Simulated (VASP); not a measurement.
# Si (Fd-3m) in VASP: a series of runs

Runs on Si. Level: LDA. Tasks: single point.

Everything below comes from runs of VASP 6.6.1. Logs are shortened: lines on timing, memory, paths and dates and some standing lists are left out, and cuts for length are marked.

### 1 The cell of the first run

It takes space group Fd-3m (No. 227, cubic). Conventional cell: a = 5.320 Å, b = 5.320 Å, c = 5.320 Å, α = 90.00°, β = 90.00°, γ = 90.00°. Si (site symmetry -43m) has 4 Si at 2.30 Å within 3.0 Å.

### 2 Single point, LDA (volume scaled by 0.94)

INCAR

```
PREC = Accurate ; ENCUT = 520
EDIFF = 1E-7 ; ISMEAR = -1
SIGMA = 0.08 ; LREAL = F
LASPH = T ; NELM = 60
ALGO = Normal ; ISIF = 2
LWAVE = F ; LCHARG = F
NBANDS = 11
```

KPOINTS

```
Automatic mesh
0
Gamma
  12 12 12
```

POSCAR

```
Si
1.0
    0.0000000000      2.6600366906      2.6600366906
    2.6600366906      0.0000000000      2.6600366906
    2.6600366906      2.6600366906      0.0000000000
Si
2
Direct
    0.5000000000      0.5000000000      0.5000000000
    0.7500000000      0.7500000000      0.7500000000
```

Potentials or basis: VASP PAW LDA potentials, release 64 (Si).

The run is started by

```
> cat potpaw_LDA.64/Si/POTCAR > POTCAR
> mpirun -np 1 vasp_std > vasp.out
```

OUTCAR:

```text
PREC = Accurate
   ENCUT = 520
   EDIFF = 1E-7
   ISMEAR = -1
   LREAL = F
   LASPH = T
   NELM = 60
   ISIF = 2

 ion  position               nearest neighbor table
   1  0.500  0.500  0.500-   2 2.30   2 2.30   2 2.30   2 2.30
   2  0.750  0.750  0.750-   1 2.30   1 2.30   1 2.30   1 2.30

  LATTYP: Found a face centered cubic cell.
 ALAT       =     5.3200733812

  Lattice vectors:

 A1 = (   0.0000000000,   2.6600366906,   2.6600366906)
 A2 = (   2.6600366906,   0.0000000000,   2.6600366906)
 A3 = (   2.6600366906,   2.6600366906,   0.0000000000)

Analysis of symmetry for initial positions (statically):
[... 5 lines left out ...]
 face centered cubic supercell.

 Subroutine GETGRP returns: Found 48 space group operations
 (whereof 24 operations were pure point group operations)
 out of a pool of 48 trial point group operations.

The static configuration has the point symmetry T_d .
 The point group associated with its full space group is O_h .

Analysis of symmetry for dynamics (positions and initial velocities):
[... 5 lines left out ...]
 face centered cubic supercell.

 Subroutine GETGRP returns: Found 48 space group operations
 (whereof 24 operations were pure point group operations)
 out of a pool of 48 trial point group operations.

The dynamic configuration has the point symmetry T_d .
 The point group associated with its full space group is O_h .

 Subroutine INISYM returns: Found 48 space group operations
 (whereof 24 operations are pure point group operations),
 and found     1 'primitive' translations

----------------------------------------------------------------------------------------

                                     Primitive cell

  volume of cell :      37.6437

  direct lattice vectors                    reciprocal lattice vectors
     0.000000000  2.660036691  2.660036691    -0.187967332  0.187967332  0.187967332
     2.660036691  0.000000000  2.660036691     0.187967332 -0.187967332  0.187967332
     2.660036691  2.660036691  0.000000000     0.187967332  0.187967332 -0.187967332

  length of vectors
     3.761859964  3.761859964  3.761859964     0.325568969  0.325568969  0.325568969

  position of ions in fractional coordinates (direct lattice)
     0.500000000  0.500000000  0.500000000
     0.750000000  0.750000000  0.750000000

  ion indices of the primitive-cell ions
   primitive index   ion index
                 1           1
                 2           2

----------------------------------------------------------------------------------------

 KPOINTS: Automatic mesh

Automatic generation of k-mesh.
 Grid dimensions read from file:
 generate k-points for:   12   12   12

 Generating k-lattice:

  Cartesian coordinates                     Fractional coordinates (reciprocal lattice)
    -0.015663944  0.015663944  0.015663944     0.083333333  0.000000000  0.000000000
     0.015663944 -0.015663944  0.015663944     0.000000000  0.083333333  0.000000000
     0.015663944  0.015663944 -0.015663944     0.000000000  0.000000000  0.083333333

  Length of vectors
     0.027130747  0.027130747  0.027130747

  Shift w.r.t. Gamma in fractional coordinates (k-lattice)
     0.000000000  0.000000000  0.000000000

 Subroutine IBZKPT returns following result:
 ===========================================

 Found     72 irreducible k-points:

 Following reciprocal coordinates:
            Coordinates               Weight
  0.000000  0.000000  0.000000      1.000000
  0.083333  0.000000  0.000000      8.000000
  0.166667  0.000000  0.000000      8.000000
  0.250000  0.000000  0.000000      8.000000
  0.333333  0.000000  0.000000      8.000000
  0.416667  0.000000  0.000000      8.000000
[... 16 lines left out ...]
  0.500000  0.166667  0.000000     24.000000
 -0.416667  0.166667  0.000000     24.000000
 [... further k-points ...]
   k-points           NKPTS =     72   k-points in BZ     NKDIM =     72   number of bands    NBANDS=     11
   number of dos      NEDOS =    301   number of ions     NIONS =      2
   total plane-waves  NPLWV =  21952
   dimension x,y,z NGX =    28 NGY =   28 NGZ =   28
   dimension x,y,z NGXF=    56 NGYF=   56 NGZF=   56
   ions per type =               2
   NGX,Y,Z   is equivalent  to a cutoff of  12.37, 12.37, 12.37 a.u.
   NGXF,Y,Z  is equivalent  to a cutoff of  24.75, 24.75, 24.75 a.u.
 SYSTEM =  unknown system
   PREC   = accura    normal or accurate (medium, high low for compatibility)
   ISTART =      0    job   : 0-new  1-cont  2-samecut
   ICHARG =      2    charge: 1-file 2-atom 10-const
   ISPIN  =      1    spin polarized calculation?
   LNONCOLLINEAR =      F non collinear calculations
   LSORBIT =      F    spin-orbit coupling
   LASPH  =      T    aspherical Exc in radial PAW
   ENCUT  =  520.0 eV  38.22 Ry    6.18 a.u.   6.99  6.99  6.99*2*pi/ulx,y,z
   NELM   =     60;   NELMIN=  2; NELMDL= -5     # of ELM steps
   EDIFF  = 0.1E-06   stopping-criterion for ELM
[... 120 lines left out ...]
     10      14.4553      0.00000
     11      15.8315      0.00000

 k-point     6 :       0.4167    0.0000    0.0000
  band No.  band energies     occupation
      1      -3.8446      2.00000
      2      -0.3239      2.00000
      3       5.2186      2.00000
      4       5.2186      2.00000
      5       8.1266      0.00000
      6       9.7433      0.00000
      7       9.7433      0.00000
      8      14.1193      0.00000
      9      15.8057      0.00000
     10      15.8057      0.00000
     11      17.1742      0.00000

 k-point     7 :       0.5000    0.0000    0.0000
  band No.  band energies     occupation
      1      -3.4741      2.00000
      2      -0.8730      2.00000
      3       5.1679      2.00000
      4       5.1679      2.00000
      5       8.0697      0.00000
      6       9.6781      0.00000
      7       9.6781      0.00000
      8      14.0193      0.00000
      9      17.0931      0.00000
     10      17.0931      0.00000
     11      18.0511      0.00000

 k-point     8 :       0.0833    0.0833    0.0000
  band No.  band energies     occupation
      1      -5.8449      2.00000
      2       5.7562      1.99994
      3       5.9510      1.99931
      4       5.9510      1.99931
      5       8.6635      0.00000
      6       9.5856      0.00000
      7       9.5856      0.00000
      8      10.9373      0.00000
      9      13.3581      0.00000
     10      14.3148      0.00000
     11      14.9114      0.00000
[... 141 lines left out ...]
 k-point    19 :       0.1667    0.1667    0.0000
  band No.  band energies     occupation
      1      -5.4627      2.00000
      2       4.4154      2.00000
      3       5.1410      2.00000
      4       5.1410      2.00000
      5       8.0265      0.00000
      6      10.8261      0.00000
      7      10.8500      0.00000
      8      10.8500      0.00000
      9      13.3287      0.00000
     10      14.7346      0.00000
     11      16.2716      0.00000

 k-point    20 :       0.2500    0.1667    0.0000
  band No.  band energies     occupation
      1      -5.1174      2.00000
      2       3.2629      2.00000
      3       4.7901      2.00000
      4       4.7937      2.00000
      5       8.0465      0.00000
      6      10.3282      0.00000
      7      11.1674      0.00000
      8      11.4278      0.00000
      9      14.4367      0.00000
     10      14.9692      0.00000
     11      17.0549      0.00000

 k-point    21 :       0.3333    0.1667    0.0000
  band No.  band energies     occupation
      1      -4.6006      2.00000
      2       1.8719      2.00000
      3       4.3239      2.00000
      4       4.5638      2.00000
      5       8.2919      0.00000
      6      10.5020      0.00000
      7      11.0064      0.00000
      8      11.5666      0.00000
      9      15.5903      0.00000
     10      15.9827      0.00000
     11      16.9241      0.00000

 k-point    22 :       0.4167    0.1667    0.0000
  band No.  band energies     occupation
      1      -3.9524      2.00000
      2       0.5597      2.00000
      3       3.8636      2.00000
      4       4.4801      2.00000
      5       8.3299      0.00000
      6      10.7787      0.00000
      7      11.3431      0.00000
      8      11.4934      0.00000
      9      16.3574      0.00000
     10      16.7609      0.00000
     11      17.7029      0.00000

 k-point    23 :       0.5000    0.1667    0.0000
  band No.  band energies     occupation
      1      -3.3184      2.00000
      2      -0.4453      2.00000
      3       3.4988      2.00000
      4       4.5416      2.00000
      5       8.3692      0.00000
      6      10.6171      0.00000
      7      11.0396      0.00000
      8      12.9277      0.00000
      9      15.9031      0.00000
     10      17.0491      0.00000
     11      18.4950      0.00000

 k-point    24 :      -0.4167    0.1667    0.0000
  band No.  band energies     occupation
      1      -3.1904      2.00000
      2      -0.6216      2.00000
      3       3.2668      2.00000
      4       4.7400      2.00000
      5       8.5417      0.00000
      6      10.5503      0.00000
      7      10.8001      0.00000
      8      14.5358      0.00000
      9      15.1183      0.00000
     10      15.3035      0.00000
     11      17.7573      0.00000

 [... further k-points ...]
[... 5 lines left out ...]
  --------------------------------------------------------------------------------------
  -------------------------------------------------------------------------------------
  Total        1.1580589      1.1580589      1.1580589      0.0000000     -0.0000000      0.0000000
  in kB       49.2888131     49.2888131     49.2888131      0.0000000     -0.0000000      0.0000000
  external PRESSURE =      49.2888131 kB  Pullay stress =       0.0000000 kB

 VOLUME and BASIS-vectors are now :
 -----------------------------------------------------------------------------
  energy-cutoff  :      520.00
  volume of cell :       37.64
      direct lattice vectors                 reciprocal lattice vectors
     0.000000000  2.660036691  2.660036691    -0.187967332  0.187967332  0.187967332
     2.660036691  0.000000000  2.660036691     0.187967332 -0.187967332  0.187967332
     2.660036691  2.660036691  0.000000000     0.187967332  0.187967332 -0.187967332

 POSITION                                       TOTAL-FORCE (eV/Angst)
 -----------------------------------------------------------------------------------
      2.66004      2.66004      2.66004        -0.000000      0.000000     -0.000000
      3.99006      3.99006      3.99006         0.000000     -0.000000      0.000000
 -----------------------------------------------------------------------------------
    total drift:                                0.000000      0.000000     -0.000000

  FREE ENERGIE OF THE ION-ELECTRON SYSTEM (eV)
  ---------------------------------------------------
  free  energy   TOTEN  =       -11.8933575196 eV

  energy  without entropy=      -11.8925800677  energy(sigma->0) =      -11.89296879
```

It took 11 s on 1 thread of Intel Xeon 6975P-C (Granite Rapids), shared host; peak memory 0.13 GiB.

What came out:

| Item | Value |
| --- | --- |
| Free energy | -11.8934 eV |
| Pressure | 4.9 GPa |
| Band gap on the k mesh | 0.36 eV, indirect (least direct gap 2.55 eV) |

Levels at points of the mesh, in eV from the valence-band top:
```tsv
k point	band 1	band 2	band 3	band 4	band 5	band 6	band 7	band 8	band 9
(0.00, 0.00, 0.00)	-12.39	0.00	0.00	0.00	2.55	2.55	2.55	3.93	7.76
(0.50, 0.00, 0.00)	-9.89	-7.29	-1.25	-1.25	1.65	3.26	3.26	7.60	10.68
(0.50, 0.50, 0.00)	-8.02	-8.02	-3.02	-3.02	0.48	0.48	10.51	10.51	11.12
```

Caveat: the cell differs from its parent crystal (volume scaled by 0.94). A k mesh can miss the band edges.

### 3 Single point, LDA (volume scaled by 0.96)

INCAR

```
SYSTEM = Si
ALGO = Normal
EDIFF = 1E-6
ENCUT = 520
ISIF = 2
ISMEAR = -1
LASPH = .TRUE.
LCHARG = .FALSE.
LREAL = .FALSE.
LWAVE = .FALSE.
NBANDS = 11
NELM = 60
PREC = Accurate
SIGMA = 0.08
```

KPOINTS

```
k-points
0
G
  12 12 12
  0 0 0
```

POSCAR

```
Si
1.0
    0.0000000000      2.6787699606      2.6787699606
    2.6787699606      0.0000000000      2.6787699606
    2.6787699606      2.6787699606      0.0000000000
Si
2
Direct
    0.5000000000      0.5000000000      0.5000000000
    0.7500000000      0.7500000000      0.7500000000
```

Potentials or basis: VASP PAW LDA potentials, release 64 (Si).

The run is started by

```
> cat potpaw_LDA.64/Si/POTCAR > POTCAR
> mpirun -np 1 vasp_std > vasp.out
```

Run time: 9.6 s. Hardware: 1 thread of Intel Xeon 6975P-C (Granite Rapids), shared host; peak memory 0.14 GiB.

The run converged. Its results:

| Property | Result |
| --- | --- |
| Free energy | -11.9121 eV |
| Pressure | 2.6 GPa |
| Band gap on the k mesh | 0.40 eV, indirect (least direct gap 2.54 eV) |

Levels at points of the mesh, in eV from the valence-band top:
| k point | band 1 | band 2 | band 3 | band 4 | band 5 | band 6 | band 7 | band 8 |
| --- | --- | --- | --- | --- | --- | --- | --- | --- |
| (0.00, 0.00, 0.00) | -12.24 | 0.00 | 0.00 | 0.00 | 2.54 | 2.54 | 2.54 | 3.68 |
| (0.50, 0.00, 0.00) | -9.80 | -7.18 | -1.23 | -1.23 | 1.58 | 3.27 | 3.27 | 7.57 |
| (0.50, 0.50, 0.00) | -7.95 | -7.95 | -2.96 | -2.96 | 0.53 | 0.53 | 10.33 | 10.33 |

Caveat: the cell differs from its parent crystal (volume scaled by 0.96). A k mesh can miss the band edges.

### 4 Single point, LDA (volume scaled by 0.98)

INCAR

```
ALGO = Normal
EDIFF = 1E-7
ENCUT = 520
ISIF = 2
ISMEAR = -1
LASPH = True
LCHARG = False
LREAL = False
LWAVE = False
NBANDS = 11
NELM = 60
PREC = Accurate
SIGMA = 0.08
```

KPOINTS

```
k-points
0
Gamma
  12 12 12
```

POSCAR

```
Si
1.0
    0.0000000000      2.6972448200      2.6972448200
    2.6972448200      0.0000000000      2.6972448200
    2.6972448200      2.6972448200      0.0000000000
Si
2
Direct
    0.5000000000      0.5000000000      0.5000000000
    0.7500000000      0.7500000000      0.7500000000
```

The run is started by

```
> cat potpaw_LDA.64/Si/POTCAR > POTCAR
> mpirun -np 1 vasp_std > vasp.out
```

Run time: 11 s. Hardware: 1 thread of Intel Xeon 6975P-C (Granite Rapids), shared host; peak memory 0.14 GiB.

The run converged. Its results:

| Property | Result |
| --- | --- |
| Free energy | -11.9196 eV |
| Pressure | 0.4 GPa |
| Band gap on the k mesh | 0.44 eV, indirect (least direct gap 2.53 eV) |

Levels at points of the mesh, in eV from the valence-band top:
| k point | band 1 | band 2 | band 3 | band 4 | band 5 | band 6 | band 7 | band 8 | band 9 |
| --- | --- | --- | --- | --- | --- | --- | --- | --- | --- |
| (0.00, 0.00, 0.00) | -12.10 | 0.00 | 0.00 | 0.00 | 2.53 | 2.53 | 2.53 | 3.44 | 7.74 |
| (0.50, 0.00, 0.00) | -9.71 | -7.08 | -1.21 | -1.21 | 1.50 | 3.28 | 3.28 | 7.54 | 10.57 |
| (0.50, 0.50, 0.00) | -7.88 | -7.88 | -2.91 | -2.91 | 0.57 | 0.57 | 10.15 | 10.15 | 10.99 |

Caveat: the cell differs from its parent crystal (volume scaled by 0.98). A k mesh can miss the band edges.

### 5 Single point, LDA (volume scaled by 0.99)

INCAR

```
ALGO     = Normal         # electronic algorithm
EDIFF    = 1E-6           # SCF threshold, eV
ENCUT    = 520            # plane-wave cutoff, eV
GGA      = CA             # functional
ISIF     = 2              # what is computed and relaxed
ISMEAR   = -1             # smearing method
LASPH    = True           # aspherical terms in the spheres
LCHARG   = False          # write CHGCAR
LREAL    = False          # projectors in reciprocal space
LWAVE    = False          # write WAVECAR
NBANDS   = 11             # bands
NELM     = 100            # most SCF steps
PREC     = Accurate       # precision mode
SIGMA    = 0.08           # smearing width, eV
```

KPOINTS is that of step 4.

POSCAR

```
Si
1.0
    0.0000000000      2.7063880927      2.7063880927
    2.7063880927      0.0000000000      2.7063880927
    2.7063880927      2.7063880927      0.0000000000
Si
2
Direct
    0.5000000000      0.5000000000      0.5000000000
    0.7500000000      0.7500000000      0.7500000000
```

The run is started by

```
> cat potpaw_LDA.64/Si/POTCAR > POTCAR
> mpirun -np 1 vasp_std > vasp.out
```

Wall time 9 s (1 thread of Intel Xeon 6975P-C (Granite Rapids), shared host); peak memory 0.14 GiB.

Results (log left out):

* Free energy: -11.9195 eV
* Pressure: -0.5 GPa
* Band gap on the k mesh: 0.45 eV, indirect (least direct gap 2.53 eV)

Levels at points of the mesh, in eV from the valence-band top:
| k point | band 2 | band 3 | band 4 | band 5 | band 6 | band 7 |
| --- | --- | --- | --- | --- | --- | --- |
| (0.00, 0.00, 0.00) | 0.00 | 0.00 | 0.00 | 2.53 | 2.53 | 2.53 |
| (0.50, 0.00, 0.00) | -7.04 | -1.20 | -1.20 | 1.46 | 3.29 | 3.29 |
| (0.50, 0.50, 0.00) | -7.85 | -2.88 | -2.88 | 0.59 | 0.59 | 10.06 |

Caveat: the cell differs from its parent crystal (volume scaled by 0.99).

### 6 Single point, LDA

This run uses another cell than the first one, of 20.02 Å³/atom, 1.064 times its volume.

INCAR

```
PREC     = Accurate       # precision mode
ENCUT    = 520            # plane-wave cutoff, eV
EDIFF    = 1E-6           # SCF threshold, eV
ISMEAR   = -1             # smearing method
SIGMA    = 0.08           # smearing width, eV
LREAL    = False          # projectors in reciprocal space
LASPH    = True           # aspherical terms in the spheres
NELM     = 60             # most SCF steps
ALGO     = Normal         # electronic algorithm
ISIF     = 2              # what is computed and relaxed
LWAVE    = False          # write WAVECAR
LCHARG   = False          # write CHGCAR
GGA      = CA             # functional
NBANDS   = 11             # bands
```

KPOINTS

```
Automatic mesh
0
Gamma
  12 12 12
```

POSCAR

```
Si
1.0
    0.0000000000      2.7154700000      2.7154700000
    2.7154700000      0.0000000000      2.7154700000
    2.7154700000      2.7154700000      0.0000000000
Si
2
Direct
    0.5000000000      0.5000000000      0.5000000000
    0.7500000000      0.7500000000      0.7500000000
```

Potentials or basis: VASP PAW LDA potentials, release 64 (Si).

The run is started by

```
> cat potpaw_LDA.64/Si/POTCAR > POTCAR
> mpirun -np 1 vasp_std > vasp.out
```

It took 11 s on 1 thread of Intel Xeon 6975P-C (Granite Rapids), shared host; peak memory 0.15 GiB.

The run converged. Its results:

```
Free energy            : -11.9170 eV
Pressure               : -1.5 GPa
Band gap on the k mesh : 0.47 eV, indirect (least direct gap 2.52 eV)
```

Levels at points of the mesh, in eV from the valence-band top:
| k point | band 1 | band 2 | band 3 | band 4 | band 5 | band 6 | band 7 | band 8 |
| --- | --- | --- | --- | --- | --- | --- | --- | --- |
| (0.00, 0.00, 0.00) | -11.96 | 0.00 | 0.00 | 0.00 | 2.52 | 2.52 | 2.52 | 3.21 |
| (0.50, 0.00, 0.00) | -9.62 | -6.99 | -1.19 | -1.19 | 1.43 | 3.29 | 3.29 | 7.52 |
| (0.50, 0.50, 0.00) | -7.81 | -7.81 | -2.85 | -2.85 | 0.60 | 0.60 | 9.98 | 9.98 |

A k mesh can miss the band edges.

### 7 Summary

```tsv
cell	gap on the mesh (eV)	pressure (GPa)
a = 3.762 Å, angles 60.0°, 2 atoms	0.36	4.9
a = 3.788 Å, angles 60.0°, 2 atoms	0.40	2.6
a = 3.814 Å, angles 60.0°, 2 atoms	0.44	0.4
a = 3.827 Å, angles 60.0°, 2 atoms	0.45	-0.5
a = 3.840 Å, angles 60.0°, 2 atoms	0.47	-1.5
```

Alike in all rows: task single point; level LDA; potentials or basis VASP PAW LDA potentials, release 64 (Si); no spin polarisation; k mesh 12 × 12 × 12; cutoff (eV) 520; smearing fermi-dirac 0.08 eV.

Total energies depend on the potentials used, so only differences within one code and one set of settings carry meaning.
